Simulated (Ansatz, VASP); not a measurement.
# One calculation of ZnO, two programs

```xyz
8
Lattice="3.1873 0.0000 0.0000 -1.5937 2.7603 0.0000 0.0000 0.0000 23.6872" Properties=species:S:1:pos:R:3 pbc="T T T"
O     0.0000    1.8402    4.0000
O     1.5937    0.9201    6.5764
O     0.0000    1.8402    9.2382
O     1.5937    0.9201   11.8185
Zn    1.5937    0.9201    4.6265
Zn    0.0000    1.8402    7.2029
Zn    1.5937    0.9201    9.7167
Zn    0.0000    1.8402   12.1872
```

Alike in both runs: task single point; functional LDA; k mesh 9 × 9 × 1; occupations gaussian, width 0.05 eV; no spin polarisation.

```csv
,VASP,Ansatz
version,VASP 6.6.1,Ansatz 0.2.0
potentials or method,"VASP PAW LDA potentials, release 64 (O, Zn), cutoff 520 eV","scalar-relativistic, plane waves, PAW"
valence electrons in the cell,72,72
```

Ansatz gave:

- gap on the k mesh at the Fermi level (eV): none
- rms of the force components (eV/Å): 0.633

Problem. What did VASP give for the same quantities?

Solution. gap on the k mesh at the Fermi level (eV): none; rms of the force components (eV/Å): 0.628.

Ansatz warns that its potentials were made for another functional, while VASP's fit it. LDA's correlation is that of Perdew and Zunger in VASP and of Perdew and Wang (1992) in Ansatz. A gap of «none» marks a metal or a gap that the smearing closes. Ansatz's warnings: vacuum below fermi.
